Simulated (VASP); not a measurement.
Write the native input for VASP 6.6.1 that does the following.

```yaml
Task: single point
Functional: r2SCAN
Dispersion: D3(BJ)
Potentials_or_basis: VASP PAW PBE potentials, release 64 (Bi_d, Te)
Cutoff: 520 eV
k_mesh: 8 × 8 × 8
Occupations: methfessel-paxton, width 0.15 eV
Spin: no spin polarisation
Dipole_correction: no
Further_INCAR_settings: ALGO = Normal; EDIFF = 1e-06; NBANDS = 18
```

BiTe:

```
Bi Te
1.0
     0.00000    3.59696    3.59696
     3.59696    0.00000    3.59696
     3.59696    3.59696    0.00000
Bi Te
1 1
Direct
  0.00000 0.00000 0.00000
  0.25000 0.25000 0.25000
```

These files were run (other wordings do the same):

POSCAR

```
BiTe
1.0
    0.0000000000      3.5969558017      3.5969558017
    3.5969558017      0.0000000000      3.5969558017
    3.5969558017      3.5969558017      0.0000000000
Bi Te
1 1
Direct
    0.0000000000      0.0000000000      0.0000000000
    0.2500000000      0.2500000000      0.2500000000
```

INCAR.step1

```
SYSTEM = BiTe
PREC = Accurate ; ENCUT = 520
ISMEAR = 1 ; SIGMA = 0.15
LREAL = .FALSE. ; LASPH = .TRUE.
NELM = 80 ; NBANDS = 18
GGA = PE ; ALGO = Normal
EDIFF = 1E-4 ; LWAVE = .TRUE.
LCHARG = .FALSE.
```

INCAR.step2

```
SYSTEM = BiTe
PREC = Accurate ; ENCUT = 520
EDIFF = 1E-6 ; ISMEAR = 1
SIGMA = 0.15 ; LREAL = .FALSE.
LASPH = .TRUE. ; NELM = 80
ALGO = Normal ; ISIF = 2
LWAVE = .FALSE. ; LCHARG = .TRUE.
METAGGA = R2SCAN ; LMIXTAU = .TRUE.
IVDW = 12 ; VDW_S6 = 1.0
VDW_S8 = 0.78981345 ; VDW_A1 = 0.49484001
VDW_A2 = 5.73083694 ; LELF = .TRUE.
LVHAR = .TRUE. ; NBANDS = 18
ISTART = 1
```

KPOINTS

```
Automatic mesh
0
G
  8 8 8
  0 0 0
```

Potentials or basis: VASP PAW PBE potentials, release 64 (Bi_d, Te).

Command:

```console
$ cat potpaw_PBE.64/Bi_d/POTCAR potpaw_PBE.64/Te/POTCAR > POTCAR
$ cp INCAR.step1 INCAR
$ mpirun -np 1 vasp_std > vasp.out
$ cp INCAR.step2 INCAR
$ mpirun -np 1 vasp_std > vasp.out
```

Results of the run:

- Pressure: -0.6 GPa
- Band gap on the k mesh: zero (an odd number of electrons rules out a gap without spin polarisation)
- Dispersion energy per atom: -0.154 eV

Caveat: three body term missing; the PAW data sets were made with another functional, which shifts forces and pressure a little; spin-orbit coupling is left out, which moves the levels of the heavy elements; an odd number of electrons without spin polarisation forces a metal; a magnetic or distorted state may lie lower.

It took 2.2 min on 1 thread of Intel(R) Xeon(R) Platinum 8488C (Sapphire Rapids), with other jobs on the host, peak memory 0.28 GiB.
